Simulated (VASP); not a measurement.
# C (C2) in VASP: single point with PBE

Aim: the single point of C with PBE.

All numbers are computed with VASP 6.6.1; they aren't measurements. Logs are shortened: lines on timing, memory, paths and dates and some standing lists are left out, and cuts for length are marked.

## (1) The cell of the first run

It takes space group C2 (No. 5, monoclinic). Conventional cell: a = 9.477 Å, b = 3.809 Å, c = 6.259 Å, α = 90.00°, β = 109.17°, γ = 90.00°. Within 1.9 Å of C (site symmetry 1) lie 4 C at 1.46 to 1.57 Å. C (site symmetry 1) has 4 C at 1.46 to 1.51 Å within 2.0 Å. Within 1.8 Å of C (site symmetry 1) lie 3 C at 1.33 to 1.48 Å. C (site symmetry 1) has 3 C at 1.33 to 1.51 Å within 1.8 Å. Within 2.0 Å of C (site symmetry 2) lie 4 C at 1.48 to 1.57 Å. Within 2.0 Å of C (site symmetry 2) lie 4 C at 1.46 to 1.65 Å. C (site symmetry 1) has 4 C at 1.48 to 1.65 Å within 2.0 Å.

## (2) Single point, PBE

File INCAR:

```
SYSTEM = C
PREC = Accurate
ENCUT = 1300
EDIFF = 1E-6
ISMEAR = 0
SIGMA = 0.1
LREAL = .False.
LASPH = .True.
NELM = 120
ALGO = Normal
ISIF = 2
LWAVE = .False.
LCHARG = .False.
GGA = PE
NBANDS = 36
GGA_COMPAT = .False.
```

File KPOINTS:

```
regular mesh
0
Gamma
  6 6 4
  0 0 0
```

File POSCAR:

```
C
1.0
    4.7384791708     -1.9044232101      0.0000000000
    4.7384791708      1.9044232101      0.0000000000
   -2.0548955212      0.0000000000      5.9116638486
C
12
Direct
    0.9781772549      0.3011553812      0.6951825257
    0.9431831035      0.3056472328      0.1872599433
    0.6988446188      0.0218227451      0.3048174743
    0.6943527672      0.0568168965      0.8127400567
    0.2865033978      0.2446015100      0.2602911231
    0.3925536789      0.0437737768      0.7319492367
    0.7002384035      0.2997615965      0.5000000000
    0.6785994064      0.3214005936      0.0000000000
    0.6890305903      0.3066572075      0.7353848535
    0.6933427925      0.3109694097      0.2646151465
    0.9562262232      0.6074463211      0.2680507633
    0.7553984900      0.7134966022      0.7397088769
```

Potentials or basis: VASP PAW PBE potentials, release 64 (C_h).

Run with:

```bash
cat potpaw_PBE.64/C_h/POTCAR > POTCAR
mpirun -np 1 vasp_std > vasp.out
```

OUTCAR:

```text
SYSTEM = C
   PREC = Accurate
   ENCUT = 1300
   EDIFF = 1E-6
   ISMEAR = 0
   LREAL = .False.
   LASPH = .True.
   NELM = 120
   ISIF = 2
   GGA = PE

 ion  position               nearest neighbor table
   1  0.978  0.301  0.695-   6 1.46  12 1.48
   2  0.943  0.306  0.187-   8 1.46  10 1.48   5 1.48  11 1.51
   3  0.699  0.022  0.305-  11 1.46   5 1.48
   4  0.694  0.057  0.813-   8 1.46   9 1.48  12 1.48   6 1.51
   5  0.287  0.245  0.260-  11 1.33   3 1.48   2 1.48
   6  0.393  0.044  0.732-  12 1.33   1 1.46   4 1.51
   7  0.700  0.300  0.500-   9 1.48  10 1.48
   8  0.679  0.321  0.000-   2 1.46   4 1.46
   9  0.689  0.307  0.735-   4 1.48   7 1.48
  10  0.693  0.311  0.265-   2 1.48   7 1.48
  11  0.956  0.607  0.268-   5 1.33   3 1.46   2 1.51
  12  0.755  0.713  0.740-   6 1.33   1 1.48   4 1.48

  LATTYP: Found a base centered monoclinic cell.
 ALAT       =     9.4769583416
 B/A-ratio  =     0.4019060001
 C/A-ratio  =     0.6604042173
 COS(beta)  =    -0.3283302792

  Lattice vectors:

 A1 = (   4.7384791708,  -1.9044232101,   0.0000000000)
 A2 = (   4.7384791708,   1.9044232101,   0.0000000000)
 A3 = (  -2.0548955212,   0.0000000000,   5.9116638486)

Analysis of symmetry for initial positions (statically):
=====================================================================
 Subroutine PRICEL returns:
 Original cell was already a primitive cell.

 Routine SETGRP: Setting up the symmetry group for a
 base centered monoclinic supercell.

 Subroutine GETGRP returns: Found  2 space group operations
 (whereof  2 operations were pure point group operations)
 out of a pool of  4 trial point group operations.

The static configuration has the point symmetry C_2 .

Analysis of symmetry for dynamics (positions and initial velocities):
=====================================================================
 Subroutine PRICEL returns:
 Original cell was already a primitive cell.

 Routine SETGRP: Setting up the symmetry group for a
 base centered monoclinic supercell.

 Subroutine GETGRP returns: Found  2 space group operations
 (whereof  2 operations were pure point group operations)
 out of a pool of  4 trial point group operations.

The dynamic configuration has the point symmetry C_2 .

 Subroutine INISYM returns: Found  2 space group operations
 (whereof  2 operations are pure point group operations),
 and found     1 'primitive' translations

----------------------------------------------------------------------------------------

                                     Primitive cell

  volume of cell :     106.6945

  direct lattice vectors                    reciprocal lattice vectors
     4.738479171 -1.904423210  0.000000000     0.105519088 -0.262546685  0.036678456
     4.738479171  1.904423210  0.000000000     0.105519088  0.262546685  0.036678456
    -2.054895521  0.000000000  5.911663849     0.000000000  0.000000000  0.169157115

  length of vectors
     5.106859369  5.106859369  6.258623256     0.285324988  0.285324988  0.169157115

  position of ions in fractional coordinates (direct lattice)
     0.978177255  0.301155381  0.695182526
     0.943183103  0.305647233  0.187259943
     0.698844619  0.021822745  0.304817474
     0.694352767  0.056816897  0.812740057
     0.286503398  0.244601510  0.260291123
     0.392553679  0.043773777  0.731949237
     0.700238404  0.299761596  0.500000000
     0.678599406  0.321400594  0.000000000
     0.689030590  0.306657208  0.735384854
     0.693342792  0.310969410  0.264615146
     0.956226223  0.607446321  0.268050763
     0.755398490  0.713496602  0.739708877

  ion indices of the primitive-cell ions
   primitive index   ion index
                 1           1
                 2           2
                 3           3
                 4           4
                 5           5
                 6           6
                 7           7
                 8           8
                 9           9
                10          10
                11          11
                12          12

----------------------------------------------------------------------------------------

 KPOINTS: regular mesh

Automatic generation of k-mesh.
 Grid dimensions read from file:
 generate k-points for:    6    6    4

 Generating k-lattice:

  Cartesian coordinates                     Fractional coordinates (reciprocal lattice)
     0.017586515 -0.043757781  0.006113076     0.166666667 -0.000000000  0.000000000
     0.017586515  0.043757781  0.006113076    -0.000000000  0.166666667  0.000000000
     0.000000000  0.000000000  0.042289279     0.000000000  0.000000000  0.250000000

  Length of vectors
     0.047554165  0.047554165  0.042289279

  Shift w.r.t. Gamma in fractional coordinates (k-lattice)
     0.000000000  0.000000000  0.000000000

 Subroutine IBZKPT returns following result:
 ===========================================

 Found     47 irreducible k-points:

 Following reciprocal coordinates:
            Coordinates               Weight
  0.000000  0.000000  0.000000      1.000000
  0.166667  0.000000  0.000000      4.000000
  0.333333  0.000000  0.000000      4.000000
  0.500000 -0.000000 -0.000000      2.000000
  0.166667  0.166667  0.000000      2.000000
  0.333333  0.166667  0.000000      4.000000
[... 16 lines left out ...]
 -0.333333  0.166667  0.250000      4.000000
 -0.166667  0.166667  0.250000      4.000000
 [... further k-points ...]
   k-points           NKPTS =     47   k-points in BZ     NKDIM =     47   number of bands    NBANDS=     36
   number of dos      NEDOS =    301   number of ions     NIONS =     12
   total plane-waves  NPLWV = 288000
   dimension x,y,z NGX =    60 NGY =   60 NGZ =   80
   dimension x,y,z NGXF=   120 NGYF=  120 NGZF=  160
   ions per type =              12
   NGX,Y,Z   is equivalent  to a cutoff of  19.53, 19.53, 21.25 a.u.
   NGXF,Y,Z  is equivalent  to a cutoff of  39.06, 39.06, 42.50 a.u.
 SYSTEM =  C
   PREC   = accura    normal or accurate (medium, high low for compatibility)
   ISTART =      0    job   : 0-new  1-cont  2-samecut
   ICHARG =      2    charge: 1-file 2-atom 10-const
   ISPIN  =      1    spin polarized calculation?
   LNONCOLLINEAR =      F non collinear calculations
   LSORBIT =      F    spin-orbit coupling
   LASPH  =      T    aspherical Exc in radial PAW
   ENCUT  = 1300.0 eV  95.55 Ry    9.77 a.u.  15.01 15.01 18.40*2*pi/ulx,y,z
   NELM   =    120;   NELMIN=  2; NELMDL= -5     # of ELM steps
   EDIFF  = 0.1E-05   stopping-criterion for ELM
   LREAL  =      F    real-space projection
   EDIFFG = 0.1E-04   stopping-criterion for IOM
   NSW    =      0    number of steps for IOM
   IBRION =     -1    ionic relax: 0-MD 1-quasi-New 2-CG
   NFREE  =      0    steps in history (QN), initial steepest desc. (CG)
   ISIF   =      2    stress and relaxation
   ISYM   =      2    0-nonsym 1-usesym 2-fastsym
   POTIM  = 0.5000    time-step for ionic-motion
   TEBEG  =    0.0;   TEEND  =   0.0 temperature during run
   PSTRESS=    0.0 pullay stress
   NELECT =      48.0000    total number of electrons
   NUPDOWN=      -1.0000    fix difference up-down
   EMIN   =  10.00;   EMAX   =-10.00  energy-range for DOS
   EFERMI =   0.00;   METHOD = LEGACY
   ISMEAR =     0;   SIGMA  =   0.10  broadening in eV -4-tet -1-fermi 0-gaus
   EFERMI_NEDOS =   21; number of points for ismear=-14 and -15
   IALGO  =     38    algorithm
   IMIX   =      4    mixing-type and parameters
     AMIX     =   0.40;   BMIX     =  1.00
     AMIX_MAG =   1.60;   BMIX_MAG =  1.00
  volume/ion in A,a.u.               =       8.89        60.00
  Fermi-wavevector in a.u.,A,eV,Ry     =   1.254415  2.370500 21.409538  1.573557
  Thomas-Fermi vector in A             =   2.388221
   LORBIT       =      0    0 simple, 1 ext, 2 COOP (PROOUT), +10 PAW based schemes
   GGA     = PE    functional components
   LHFCALC =     F    Hartree Fock is set to
   AEXX    =    0.0000 exact exchange contribution
   IVDW    =     0    specifies the selected vdW correction
   LEPSILON=     F    determine dielectric tensor
   LRPA    =     F    only Hartree local field effects (RPA)
 non-spin polarized calculation
 Gauss-broadening in eV      SIGMA  =   0.10
  energy-cutoff  :     1300.00
  volume of cell :      106.69
 maximum number of plane-waves:     11388
   NGX = 31   NGY = 31   NGZ = 37

 number of electron      48.0000000 magnetization

 Free energy of the ion-electron system (eV)
  ---------------------------------------------------
  ext. energy  EPLUGINS =         0.00000000
  ---------------------------------------------------
  free energy    TOTEN  =       -94.51917371 eV

  energy without entropy =      -94.51917371  energy(sigma->0) =      -94.51917371

 E-fermi :   6.1474     XC(G=0): -10.4218

 val. band max:        5.7941684324   @ k =   0.0000   0.0000   0.0000
 cond. band min:       6.5196191850   @ k =  -0.3333   0.1667   0.2500
 fundamental gap:      0.7254507526
 Fermi energy:         6.1473853277

 k-point     1 :       0.0000    0.0000    0.0000
  band No.  band energies     occupation
      1     -14.9532      2.00000
      2     -13.5761      2.00000
      3     -12.1696      2.00000
      4     -11.1676      2.00000
      5     -10.8708      2.00000
      6      -9.6579      2.00000
[... 28 lines left out ...]
     35      13.5402      0.00000
     36      13.6870      0.00000

 k-point     2 :       0.1667    0.0000    0.0000
  band No.  band energies     occupation
      1     -14.8300      2.00000
      2     -13.4752      2.00000
      3     -12.2539      2.00000
      4     -11.4362      2.00000
      5     -10.7590      2.00000
      6      -9.5310      2.00000
[... 28 lines left out ...]
     35      13.9201      0.00000
     36      14.1354      0.00000
[... 817 lines left out ...]
     35      13.5727      0.00000
     36      14.2591      0.00000

 k-point    24 :      -0.1667    0.1667    0.2500
  band No.  band energies     occupation
      1     -14.4820      2.00000
      2     -13.5374      2.00000
      3     -12.3721      2.00000
      4     -11.4135      2.00000
      5     -10.8472      2.00000
      6      -9.3569      2.00000
[... 28 lines left out ...]
     35      13.7818      0.00000
     36      14.4054      0.00000

 [... further k-points ...]
[... 5 lines left out ...]
  --------------------------------------------------------------------------------------
  -------------------------------------------------------------------------------------
  Total       -0.1864348     -0.1073865     -0.2678688      0.0000000      0.0000000      0.1002640
  in kB       -2.7995965     -1.6125690     -4.0224487      0.0000000      0.0000000      1.5056140
  external PRESSURE =      -2.8115381 kB  Pullay stress =       0.0000000 kB

 VOLUME and BASIS-vectors are now :
 -----------------------------------------------------------------------------
  energy-cutoff  :     1300.00
  volume of cell :      106.69
      direct lattice vectors                 reciprocal lattice vectors
     4.738479171 -1.904423210  0.000000000     0.105519088 -0.262546685  0.036678456
     4.738479171  1.904423210  0.000000000     0.105519088  0.262546685  0.036678456
    -2.054895521  0.000000000  5.911663849     0.000000000  0.000000000  0.169157115

 POSITION                                       TOTAL-FORCE (eV/Angst)
 -----------------------------------------------------------------------------------
      4.63356     -1.28934      4.10969         0.026450     -0.078787      0.046375
      5.53276     -1.21414      1.10702         0.056175     -0.058001     -0.030216
      2.78850     -1.28934      1.80198        -0.026450     -0.078787     -0.046375
      1.88931     -1.21414      4.80465        -0.056175     -0.058001      0.030216
      1.98176     -0.07980      1.53875         0.024337      0.068709      0.005806
      0.56345     -0.66422      4.32704         0.037933     -0.057776     -0.011012
      3.71103     -0.76268      2.95583        -0.000000      0.094615      0.000000
      4.73848     -0.68026      0.00000         0.000000      0.042809      0.000000
      3.20691     -0.72820      4.34735         0.035095      0.057144      0.000820
      4.21516     -0.72820      1.56432        -0.035095      0.057144     -0.000820
      6.85861     -0.66422      1.58463        -0.037933     -0.057776      0.011012
      5.44030     -0.07980      4.37291        -0.024337      0.068709     -0.005806
 -----------------------------------------------------------------------------------
    total drift:                                0.000000      0.000428      0.000000

  FREE ENERGIE OF THE ION-ELECTRON SYSTEM (eV)
  ---------------------------------------------------
  free  energy   TOTEN  =       -94.5191737138 eV

  energy  without entropy=      -94.5191737107  energy(sigma->0) =      -94.51917371
```

It took 7.2 min on 1 thread of Intel Xeon 6975P-C (Granite Rapids), shared host; peak memory 0.89 GiB.

What came out:

* Free energy: -94.5192 eV
* Pressure: -0.3 GPa
* Largest force: 0.095 eV/Å
* Band gap on the k mesh: 0.73 eV (least direct gap 1.92 eV)

Forces in eV/Å, atoms in the order of the input:
```
C    0.026 -0.079  0.046
C    0.056 -0.058 -0.030
C   -0.026 -0.079 -0.046
C   -0.056 -0.058  0.030
C    0.024  0.069  0.006
C    0.038 -0.058 -0.011
C    0.000  0.095  0.000
C    0.000  0.043  0.000
C    0.035  0.057  0.001
C   -0.035  0.057 -0.001
C   -0.038 -0.058  0.011
C   -0.024  0.069 -0.006
```

Stress tensor (GPa, compression positive):
```
-0.28  0.00  0.15
 0.00 -0.16  0.00
 0.15  0.00 -0.40
```

A k mesh can miss the band edges.
